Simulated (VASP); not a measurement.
Here is a VASP 6.6.1 calculation.

Contents of POSCAR:

```
MnSi
1.0
    2.9874314600      0.0000000000      0.0000000000
    0.0000000000      2.9874314600      0.0000000000
    0.0000000000      0.0000000000      2.9874314600
Mn Si
1 1
Direct
    0.5000000000      0.5000000000      0.5000000000
    0.0000000000      0.0000000000      0.0000000000
```

INCAR.step1

```
SYSTEM = MnSi
PREC     = Accurate       ! precision mode
ENCUT    = 600            ! plane-wave cutoff, eV
EDIFF    = 1E-5           ! SCF threshold, eV
ISMEAR   = -1             ! smearing method
SIGMA    = 0.05           ! smearing width, eV
LREAL    = .False.        ! projectors in reciprocal space
LASPH    = .True.         ! aspherical terms in the spheres
NELM     = 150            ! most SCF steps
ALGO     = Normal         ! electronic algorithm
LWAVE    = .True.         ! write WAVECAR
LCHARG   = .False.        ! write CHGCAR
ISPIN    = 2              ! spin polarisation
MAGMOM   = 4 0            ! initial moments
LORBIT   = 11             ! projections on sites
LMAXMIX  = 4              ! l up to which the mixer works
GGA      = PE             ! functional
NBANDS   = 20             ! bands
KPAR     = 4
```

INCAR.step2

```
SYSTEM = MnSi
PREC     = Accurate       ! precision mode
ENCUT    = 600            ! plane-wave cutoff, eV
EDIFF    = 1E-6           ! SCF threshold, eV
ISMEAR   = -1             ! smearing method
SIGMA    = 0.05           ! smearing width, eV
LREAL    = .False.        ! projectors in reciprocal space
LASPH    = .True.         ! aspherical terms in the spheres
NELM     = 150            ! most SCF steps
ALGO     = Normal         ! electronic algorithm
ISIF     = 3              ! what is computed and relaxed
LWAVE    = .False.        ! write WAVECAR
LCHARG   = .False.        ! write CHGCAR
ISPIN    = 2              ! spin polarisation
MAGMOM   = 4 0            ! initial moments
LORBIT   = 11             ! projections on sites
LMAXMIX  = 4              ! l up to which the mixer works
GGA      = PS             ! functional
LHFCALC  = .True.         ! exact exchange
AEXX     = 0.25           ! exact-exchange fraction
HFSCREEN = 0.207          ! screening, 1/A
PRECFOCK = Normal       
IBRION   = 2              ! ionic algorithm
NSW      = 60             ! ionic steps
EDIFFG   = -0.01          ! ionic threshold
ISTART   = 1            
KPAR     = 4
```

The input KPOINTS:

```
regular mesh
0
Gamma
  5 5 5
  0 0 0
```

Potentials or basis: VASP PAW PBE potentials, release 64 (Mn_pv, Si).

The run is started by

```console
$ cat potpaw_PBE.64/Mn_pv/POTCAR potpaw_PBE.64/Si/POTCAR > POTCAR
$ cp INCAR.step1 INCAR
$ mpirun -np 4 vasp_std > vasp.out
$ cp INCAR.step2 INCAR
$ mpirun -np 4 vasp_std > vasp.out
```

Task: What does it give for the relaxed cell?

Result: a = 3.023 Å, b = 3.023 Å, c = 3.023 Å, α = 90.00°, β = 90.00°, γ = 90.00°.

Task: What does it give for the site moments?

Result: Mn +3.62; Si -0.09 μB.

Task: Predict the space group after relaxing (to 0.1 Å).

Result: Pm-3m (No. 221).

Task: What does it give for the relaxed volume?

Result: 13.81 Å³/atom.

Final structure:
```
Mn Si
1.0
     3.02294    0.00000    0.00000
     0.00000    3.02294    0.00000
     0.00000    0.00000    3.02294
Mn Si
1 1
Direct
  0.50000 0.50000 0.50000
  0.00000 0.00000 0.00000
```

Caveat: the k points lie up to 0.42 Å⁻¹ apart in the final cell; the PAW data sets were made with another functional, which shifts forces and pressure a little.
